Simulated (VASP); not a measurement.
Runs of VASP 6.6.1 on W. The structure is that of space group I4/mmm (No. 139), or close to it. The cells are those of the table. 

```tsv
cell	gap on the mesh (eV)	pressure (GPa)
a = 2.868, b = 2.868, c = 2.976 Å, angles 58.7, 58.7, 62.5°, 1 atom	none	-19.8
a = 2.681, b = 2.681, c = 3.209 Å, angles 53.2, 53.2, 73.5°, 1 atom	none	(b)
a = 2.838, b = 2.838, c = 2.612 Å, angles 62.6, 62.6, 54.8°, 1 atom	none	(a)
a = 2.696, b = 2.696, c = 2.895 Å, angles 57.5, 57.5, 65.0°, 1 atom	none	29.6
a = 2.828, b = 2.828, c = 3.134 Å, angles 56.4, 56.4, 67.3°, 1 atom	none	-23.3
a = 2.844, b = 2.844, c = 3.054 Å, angles 57.5, 57.5, 65.0°, 1 atom	none	-21.3
```

Alike in all rows: task single point; level PBEsol; potentials or basis VASP PAW PBE potentials, release 64 (W_sv); no spin polarisation; k mesh 22 × 22 × 22; cutoff (eV) 500; smearing gaussian 0.15 eV.

Q: Fill in the values left out.

A: (a) 32.2; (b) 27.7.

Caveats: the PAW data sets were made with another functional, which shifts forces and pressure a little; spin-orbit coupling is left out, which moves the levels of the heavy elements.

A k mesh can miss the band edges, and the runs leave out spin-orbit coupling on W.

A gap of «none» marks levels without a gap at the run's occupations.
